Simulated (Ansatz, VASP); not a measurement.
**Cs2Ge3: VASP beside Ansatz**

```
Cs Ge
1.0
    -2.38578    3.95551    4.94228
     2.38578   -3.95551    4.94228
     2.38578    3.95551   -4.94228
Cs Ge
2 3
Direct
  0.72450 0.22450 0.50000
  0.27550 0.77550 0.50000
  0.00000 0.00000 0.00000
  0.70320 0.50000 0.20320
  0.29680 0.50000 0.79680
```

Change from the starting cell: species swapped into the Ba2Bi3 type (Immm, No. 71).

Alike in both runs: task single point; functional PBE; k mesh 4 × 4 × 4; occupations gaussian, width 0.1 eV; no spin polarisation.

|  | VASP | Ansatz |
| --- | --- | --- |
| version | VASP 6.6.1 | Ansatz 0.2.0 |
| potentials or method | VASP PAW PBE potentials, release 64 (Cs_sv, Ge_d), cutoff 520 eV | scalar-relativistic, plane waves, PAW |
| valence electrons in the cell | 60 | 60 |

Ansatz gave:

| Quantity | Value |
| --- | --- |
| gap on the k mesh at the Fermi level (eV) | none |
| pressure (GPa) | -0.6 |
| traceless stress, the component that is largest in VASP (GPa) | 5.88 |
| rms of the force components (eV/Å) | 0.079 |

Question: Estimate VASP's values.

Answer: gap on the k mesh at the Fermi level (eV): none; pressure (GPa): -0.5; traceless stress, the component that is largest in VASP (GPa): 5.90; rms of the force components (eV/Å): 0.079.

Atom by atom the forces differ by 0.001 eV/Å (rms over components). A gap of «none» marks a metal or a gap that the smearing closes. The functional is the same, so the differences come from potentials, cutoffs and numerics.

The k mesh is coarse, so the values compare programs but aren't converged. Spin-orbit coupling is off throughout.
